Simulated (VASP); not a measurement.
# LiH (Fm-3m) in VASP: G0W0 quasiparticle levels with PBE

Aim: the G0W0 quasiparticle levels of LiH with PBE.

Program: VASP 6.6.1. These are calculated values, not measurements. Logs are shortened: lines on timing, memory, paths and dates and some standing lists are left out, and cuts for length are marked.

**1. The cell of the first run**

Symmetry: Fm-3m, No. 225, cubic system. Conventional cell: a = 3.926 Å, b = 3.926 Å, c = 3.926 Å, α = 90.00°, β = 90.00°, γ = 90.00°. Within 2.6 Å of Li (site symmetry m-3m) lie 6 H at 1.96 Å. Within 2.6 Å of H (site symmetry m-3m) lie 6 Li at 1.96 Å.

**2. G0W0 quasiparticle levels, PBE**

Input file POSCAR:

```
LiH
1.0
    0.0000000000      1.9629349443      1.9629349443
    1.9629349443      0.0000000000      1.9629349443
    1.9629349443      1.9629349443      0.0000000000
Li H
1 1
Direct
    0.0000000000      0.0000000000      0.0000000000
    0.5000000000      0.5000000000      0.5000000000
```

Input file INCAR.step1:

```
SYSTEM = LiH
PREC = Accurate
ENCUT = 500
EDIFF = 1E-8
ISMEAR = 0
SIGMA = 0.01
LREAL = .FALSE.
LASPH = .TRUE.
NELM = 60
ALGO = Normal
LWAVE = .TRUE.
LCHARG = .FALSE.
GGA = PE
```

Input file INCAR.step2:

```
SYSTEM = LiH
PREC = Accurate
ENCUT = 500
EDIFF = 1E-8
ISMEAR = 0
SIGMA = 0.01
LREAL = .FALSE.
LASPH = .TRUE.
NELM = 1
ALGO = Exact
LWAVE = .TRUE.
LCHARG = .FALSE.
GGA = PE
NBANDS = 64
LOPTICS = .TRUE.
ISTART = 1
```

Input file INCAR.step3:

```
SYSTEM = LiH
PREC = Accurate
ENCUT = 500
EDIFF = 1E-8
ISMEAR = 0
SIGMA = 0.01
LREAL = .FALSE.
LASPH = .TRUE.
ALGO = EVGW0
LWAVE = .FALSE.
LCHARG = .FALSE.
GGA = PE
NELMGW = 1
NBANDS = 64
ENCUTGW = 150.0
NOMEGA = 96
PRECFOCK = Fast
ISTART = 1
NBANDSGW = 9
OMEGAMAX = 30
```

Input file KPOINTS:

```
regular mesh
0
G
  6 6 6
  0 0 0
```

Potentials or basis: VASP PAW PBE potentials, release 64 (Li_GW, H_GW).

Run with:

```
> cat potpaw_PBE.64/Li_GW/POTCAR potpaw_PBE.64/H_GW/POTCAR > POTCAR
> cp INCAR.step1 INCAR
> mpirun -np 1 vasp_std > vasp.out
> cp INCAR.step2 INCAR
> mpirun -np 1 vasp_std > vasp.out
> cp INCAR.step3 INCAR
> mpirun -np 1 vasp_std > vasp.out
```

OUTCAR:

```text
SYSTEM = LiH
   PREC = Accurate
   ENCUT = 500
   EDIFF = 1E-8
   ISMEAR = 0
   LREAL = .FALSE.
   LASPH = .TRUE.
   GGA = PE
   NELMGW = 1
   ENCUTGW = 150.0
   PRECFOCK = Fast
   ISTART = 1

 ion  position               nearest neighbor table
   1  0.000  0.000  0.000-   2 1.96   2 1.96   2 1.96   2 1.96   2 1.96   2 1.96
   2  0.500  0.500  0.500-   1 1.96   1 1.96   1 1.96   1 1.96   1 1.96   1 1.96

  LATTYP: Found a face centered cubic cell.
 ALAT       =     3.9258698886

  Lattice vectors:

 A1 = (   0.0000000000,   1.9629349443,   1.9629349443)
 A2 = (   1.9629349443,   0.0000000000,   1.9629349443)
 A3 = (   1.9629349443,   1.9629349443,   0.0000000000)

Analysis of symmetry for initial positions (statically):
=====================================================================
 Subroutine PRICEL returns:
 Original cell was already a primitive cell.

 Routine SETGRP: Setting up the symmetry group for a
 face centered cubic supercell.

 Subroutine GETGRP returns: Found 48 space group operations
 (whereof 48 operations were pure point group operations)
 out of a pool of 48 trial point group operations.

The static configuration has the point symmetry O_h .

Analysis of symmetry for dynamics (positions and initial velocities):
=====================================================================
 Subroutine PRICEL returns:
 Original cell was already a primitive cell.

 Routine SETGRP: Setting up the symmetry group for a
 face centered cubic supercell.

 Subroutine GETGRP returns: Found 48 space group operations
 (whereof 48 operations were pure point group operations)
 out of a pool of 48 trial point group operations.

The dynamic configuration has the point symmetry O_h .

 Subroutine INISYM returns: Found 48 space group operations
 (whereof 48 operations are pure point group operations),
 and found     1 'primitive' translations

----------------------------------------------------------------------------------------

                                     Primitive cell

  volume of cell :      15.1268

  direct lattice vectors                    reciprocal lattice vectors
     0.000000000  1.962934944  1.962934944    -0.254720617  0.254720617  0.254720617
     1.962934944  0.000000000  1.962934944     0.254720617 -0.254720617  0.254720617
     1.962934944  1.962934944  0.000000000     0.254720617  0.254720617 -0.254720617

  length of vectors
     2.776009220  2.776009220  2.776009220     0.441189050  0.441189050  0.441189050

  position of ions in fractional coordinates (direct lattice)
     0.000000000  0.000000000  0.000000000
     0.500000000  0.500000000  0.500000000

  ion indices of the primitive-cell ions
   primitive index   ion index
                 1           1
                 2           2

----------------------------------------------------------------------------------------

 KPOINTS: regular mesh

Automatic generation of k-mesh.
 Grid dimensions read from file:
 generate k-points for:    6    6    6

 Generating k-lattice:

  Cartesian coordinates                     Fractional coordinates (reciprocal lattice)
    -0.042453436  0.042453436  0.042453436     0.166666667  0.000000000  0.000000000
     0.042453436 -0.042453436  0.042453436     0.000000000  0.166666667  0.000000000
     0.042453436  0.042453436 -0.042453436     0.000000000  0.000000000  0.166666667

  Length of vectors
     0.073531508  0.073531508  0.073531508

  Shift w.r.t. Gamma in fractional coordinates (k-lattice)
     0.000000000  0.000000000  0.000000000

 Subroutine IBZKPT returns following result:
 ===========================================

 Found     16 irreducible k-points:

 Following reciprocal coordinates:
            Coordinates               Weight
  0.000000  0.000000  0.000000      1.000000
  0.166667  0.000000  0.000000      8.000000
  0.333333  0.000000  0.000000      8.000000
  0.500000  0.000000  0.000000      4.000000
  0.166667  0.166667  0.000000      6.000000
  0.333333  0.166667  0.000000     24.000000
[... 8 lines left out ...]
 -0.333333  0.333333  0.166667     24.000000
 -0.333333  0.500000  0.166667     12.000000
   k-points           NKPTS =     16   k-points in BZ     NKDIM =    216   number of bands    NBANDS=     64
   number of dos      NEDOS =    301   number of ions     NIONS =      2
   total plane-waves  NPLWV =   8000
   dimension x,y,z NGX =    20 NGY =   20 NGZ =   20
   dimension x,y,z NGXF=    40 NGYF=   40 NGZF=   40
   ions per type =               1   1
   NGX,Y,Z   is equivalent  to a cutoff of  11.98, 11.98, 11.98 a.u.
   NGXF,Y,Z  is equivalent  to a cutoff of  23.95, 23.95, 23.95 a.u.
 SYSTEM =  LiH
   PREC   = accura    normal or accurate (medium, high low for compatibility)
   ISTART =      1    job   : 0-new  1-cont  2-samecut
   ICHARG =      0    charge: 1-file 2-atom 10-const
   ISPIN  =      1    spin polarized calculation?
   LNONCOLLINEAR =      F non collinear calculations
   LSORBIT =      F    spin-orbit coupling
   LASPH  =      T    aspherical Exc in radial PAW
   ENCUT  =  500.0 eV  36.75 Ry    6.06 a.u.   5.06  5.06  5.06*2*pi/ulx,y,z
   NELM   =     60;   NELMIN=  2; NELMDL=  0     # of ELM steps
   EDIFF  = 0.1E-07   stopping-criterion for ELM
   LREAL  =      F    real-space projection
   EDIFFG = 0.1E-06   stopping-criterion for IOM
   NSW    =      0    number of steps for IOM
   IBRION =     -1    ionic relax: 0-MD 1-quasi-New 2-CG
   NFREE  =      0    steps in history (QN), initial steepest desc. (CG)
   ISIF   =      0    stress and relaxation
   ISYM   =      3    0-nonsym 1-usesym 2-fastsym
   POTIM  = 0.5000    time-step for ionic-motion
   TEBEG  =    0.0;   TEEND  =   0.0 temperature during run
   PSTRESS=    0.0 pullay stress
   NELECT =       2.0000    total number of electrons
   NUPDOWN=      -1.0000    fix difference up-down
   EMIN   =  10.00;   EMAX   =-10.00  energy-range for DOS
   EFERMI =   0.00;   METHOD = LEGACY
   ISMEAR =     0;   SIGMA  =   0.01  broadening in eV -4-tet -1-fermi 0-gaus
   EFERMI_NEDOS =   21; number of points for ismear=-14 and -15
   IALGO  =     38    algorithm
   IMIX   =      4    mixing-type and parameters
     AMIX     =   0.40;   BMIX     =  1.00
     AMIX_MAG =   1.60;   BMIX_MAG =  1.00
  volume/ion in A,a.u.               =       7.56        51.04
  Fermi-wavevector in a.u.,A,eV,Ry     =   0.834006  1.576042  9.463739  0.695565
  Thomas-Fermi vector in A             =   1.947325
   LORBIT       =      0    0 simple, 1 ext, 2 COOP (PROOUT), +10 PAW based schemes
   GGA     = PE    functional components
   LHFCALC =     T    Hartree Fock is set to
   PRECFOCK=fast      Normal, Fast or Accurate (Low or Medium for compatibility)
   ENCUT4O =  -1.0   cutoff for four orbital integrals eV
   NKREDX  =     1    reduce k-point grid by
   NKREDY  =     1    reduce k-point grid by
   NKREDZ  =     1    reduce k-point grid by
   AEXX    =    1.0000 exact exchange contribution
   HFSCREEN=    0.0000 screening length (either q_TF or 0.3 A-1)
   HFSCREENC=   0.0000 screening length for correlation (either q_TF or 0.3 A-1)
   ENCUTFOCK=  -1.0 apply spherical cutoff to Coloumb kernel
   IVDW    =     0    specifies the selected vdW correction
   LEPSILON=     F    determine dielectric tensor
   LRPA    =     F    only Hartree local field effects (RPA)
   LRPAFORCE           =     F    calculate RPA forces
   ENCUTGW             = 150.0    cutoff for response function in eV
   ENCUTGWSOFT         = 120.0    soft cutoff for Coulomb kernel in GW response function in eV
   ENCUTLF             =  -1.0    cutoff for local field effects
   NELMGW              =     1    number of iterations in solving QP/BSE equation
   NELMHF              =     1    number of iterations in the inner HF iteration
   NKREDLFX            =     1    NKREDLFY  =   1   NKREDLFZ  =   1
 non-spin polarized calculation
 Gauss-broadening in eV      SIGMA  =   0.01
  energy-cutoff  :      500.00
  volume of cell :       15.13
 maximum number of plane-waves:       397
  NGX = 12; NGY = 12; NGZ = 12
   NGX = 11   NGY = 11   NGZ = 11
 maximum number of plane-waves:        70

 QP shifts <psi_nk| G(iteration)W_0 |psi_nk>: iteration 1
 for sc-GW calculations column KS-energies equals QP-energies in previous step
 and V_xc(KS)=  KS-energies - (<T + V_ion + V_H > + <T+V_H+V_ion>^1  + <V_x>^1)

 k-point   1 :       0.0000    0.0000    0.0000
  band No.  KS-energies  QP-energies   sigma(KS)   V_xc(KS)     V^pw_x(r,r')   Z            occupation Imag(sigma)

      1      -8.2352      -9.7491     -11.7369      -9.4977     -15.4478       0.6761       2.0000       0.2821
      2      14.3884      15.0258     -10.5517     -11.4601      -4.1722       0.7017       0.0000      -1.0821
      3      16.0216      17.0807      -6.6969      -8.1141      -1.4157       0.7473       0.0000      -0.6252
      4      16.0216      17.0807      -6.6969      -8.1141      -1.4157       0.7473       0.0000      -0.6252
      5      16.0216      17.0807      -6.6969      -8.1141      -1.4157       0.7473       0.0000      -0.6252
      6      20.8600      21.4033      -6.8705      -7.4252      -1.1362       0.9794       0.0000      -2.2780
      7      20.8600      21.4033      -6.8705      -7.4252      -1.1362       0.9794       0.0000      -2.2780
      8      20.8600      21.4033      -6.8705      -7.4252      -1.1362       0.9794       0.0000      -2.2780
      9      22.5694      23.2561      -6.1113      -6.9326      -0.8509       0.8361       0.0000      -1.9257

 k-point   2 :       0.1667    0.0000    0.0000
  band No.  KS-energies  QP-energies   sigma(KS)   V_xc(KS)     V^pw_x(r,r')   Z            occupation Imag(sigma)

      1      -7.7333      -9.2182     -11.7424      -9.5542     -15.2173       0.6786       2.0000       0.2401
      2      10.4559      11.1162      -7.9751      -8.8690      -2.8350       0.7386       0.0000      -0.4483
      3      14.1929      14.8547      -8.9952      -9.9048      -3.0198       0.7275       0.0000      -0.9785
      4      15.1460      16.0641      -6.7130      -7.9402      -1.4093       0.7482       0.0000      -0.6676
      5      15.1460      16.0641      -6.7130      -7.9402      -1.4093       0.7482       0.0000      -0.6676
      6      20.8333      21.6294      -6.4624      -7.4239      -0.9592       0.8280       0.0000      -1.6537
      7      22.2007      23.2643      -6.6417      -7.8267      -1.1651       0.8976       0.0000      -2.0113
      8      22.2007      23.2643      -6.6417      -7.8267      -1.1651       0.8976       0.0000      -2.0113
      9      23.9389      25.1780      -6.8467      -8.2216      -1.5178       0.9012       0.0000      -2.2995
[... 170 lines left out ...]
 k-point  16 :      -0.3333    0.5000    0.1667
  band No.  KS-energies  QP-energies   sigma(KS)   V_xc(KS)     V^pw_x(r,r')   Z            occupation Imag(sigma)

      1      -2.7311      -4.0707     -13.1005     -11.3274     -14.7338       0.7556       2.0000       0.0762
      2       1.4618       2.1016      -6.7557      -7.5725      -3.1948       0.7833       0.0000      -0.0999
      3       4.6142       5.3098      -6.7056      -7.6152      -2.5580       0.7647       0.0000      -0.1390
      4       9.4735      10.1262      -7.0237      -7.9055      -2.2082       0.7402       0.0000      -0.3110
      5      15.7503      16.5438      -7.5324      -8.6126      -1.7887       0.7346       0.0000      -0.8537
      6      17.9848      18.4934      -6.8164      -7.4582      -1.2096       0.7925       0.0000      -1.5641
      7      27.5163      28.8582      -6.0417      -7.5129      -0.8403       0.9121       0.0000      -2.2425
      8      27.8847      29.6150      -6.7592      -8.7350      -1.4525       0.8757       0.0000      -2.3769
      9      34.6336      37.2637      -6.0444      -9.1670      -1.1502       0.8423       0.0000      -2.2086
```

It took 98 s on 1 thread of AMD EPYC 9R45 (Zen 5), shared host; peak memory 0.24 GiB.

What came out:

| Quantity | Value |
| --- | --- |
| Quasiparticle gap | 4.88 eV |
| Least direct quasiparticle gap | 4.88 eV |
| Band gap of the starting levels on the mesh | 2.93 eV |
| Least direct gap of the starting levels on the mesh | 2.93 eV |

Caveat: the k points lie up to 0.46 Å⁻¹ apart; bands, screening cutoff and mesh are small and nothing is extrapolated, so the quasiparticle values aren't converged.
